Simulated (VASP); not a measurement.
The system is TaF3.

```xyz
4
Lattice="3.4671 0.0000 0.0000 0.0000 3.4671 0.0000 0.0000 0.0000 4.8137" Properties=species:S:1:pos:R:3 pbc="T T T"
Ta    1.7335    1.7335    2.4069
F     0.0000    0.0000    2.4069
F     1.7335    1.7335    0.8983
F     1.7335    1.7335    3.9154
```

Base run:

| Item | Value |
| --- | --- |
| Program | VASP 6.6.1 |
| Functional | PBE |
| Potentials or basis | VASP PAW PBE potentials, release 64 (Ta_pv, F) |
| Cutoff | 520 eV |
| k mesh | 6 × 6 × 4 |
| Occupations | gaussian, width 0.1 eV |
| Spin | no spin polarisation |

Its results: band gap on the k mesh zero (band 16 reaches 4.53 eV, above the bottom of band 17 at 1.36 eV); pressure 108.9 GPa; largest force 29.079 eV/Å.

Question: The run is repeated on the same cell with these changes: potentials or basis from VASP PAW PBE potentials, release 64 (Ta_pv, F) to VASP PAW PBE potentials, release 64 (Ta_sv_GW, F); cutoff from 520 eV to 600 eV; further incar settings from ALGO = Normal; EDIFF = 1e-06; NBANDS = 24 to ALGO = Normal; EDIFF = 1e-06; NBANDS = 25; valence electrons from 32 to 34. What comes out?

Answer: Band gap on the k mesh zero (band 17 reaches 6.17 eV, above the bottom of band 18 at 2.99 eV); pressure 106.1 GPa; largest force 28.185 eV/Å.

Caveats: spin-orbit coupling is left out, which moves the levels of the heavy elements; forces of over 1 eV/Å act on the atoms, so gaps and moduli don't describe the material at rest.
